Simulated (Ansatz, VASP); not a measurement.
One calculation of Cd, two programs

```
Cd
1.0
     0.00000    2.21815    2.21815
     2.21815    0.00000    2.21815
     2.21815    2.21815    0.00000
Cd
1
Cartesian
  0.0000 0.0000 0.0000
```

Alike in both runs: task single point; functional revPBE; k mesh 10 × 10 × 10; occupations gaussian, width 0.1 eV; no spin polarisation.

|  | VASP | Ansatz |
| --- | --- | --- |
| version | VASP 6.6.1 | Ansatz 0.2.0 |
| potentials or method | VASP PAW PBE potentials, release 64 (Cd) | Ansatz PAW |
| plane-wave cutoff (eV) | 500 | 420 |
| valence electrons in the cell | 12 | 20 |

Ansatz gave:

- gap on the k mesh at the Fermi level (eV): none
- pressure (GPa): 4.2

Problem. Which values does VASP return?

Solution. gap on the k mesh at the Fermi level (eV): none; pressure (GPa): 4.5.

VASP's potentials were made for PBE, not for revPBE. A gap of «none» marks a metal or a gap that the smearing closes. VASP's potentials hold 12 valence electrons a cell and Ansatz's 20, so a difference there can come from the potentials and not from the codes.
